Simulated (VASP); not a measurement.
Al: single point with LDA

The system is Al, a slab with vacuum.

```
Al
1.0
     2.81680    0.00000    0.00000
     0.00000    3.98356    0.00000
     0.00000    0.00000   21.63360
Al
5
Cartesian
  0.0000 0.0000 8.1110
  1.4084 1.9918 9.4154
  0.0000 0.0000 10.8168
  1.4084 1.9918 12.2182
  0.0000 0.0000 13.5226
```

```json
{
 "Program": "VASP 6.6.1",
 "Task": "single point",
 "Functional": "LDA",
 "Potentials or basis": "VASP PAW LDA potentials, release 64 (Al)",
 "Cutoff": "400 eV",
 "k mesh": "13 × 9 × 1",
 "Occupations": "fermi-dirac, width 0.05 eV",
 "Spin": "no spin polarisation",
 "Dipole correction": "yes",
 "Further INCAR settings": "ALGO = Normal; EDIFF = 1e-06; NBANDS = 16; NELMDL = -8"
}
```

- Largest force: 0.006 eV/Å

Forces in eV/Å, atoms in the order of the input:
```
Al   0.000  0.000 -0.006
Al   0.000  0.000  0.000
Al   0.000  0.000  0.000
Al   0.000  0.000  0.000
Al   0.000  0.000  0.006
```

Levels at points of the mesh, in eV from the Fermi level:
```tsv
k point	band 3	band 4	band 5	band 6	band 7	band 8	band 9	band 10	band 11	band 12
(0.00, 0.00, 0.00)	-6.39	-3.45	-2.64	-1.14	-1.00	-0.71	0.66	1.78	2.16	3.43
```

It took 86 s on 1 thread of Intel(R) Xeon(R) 6975P-C (Granite Rapids) (shared host), peak memory 0.22 GiB.
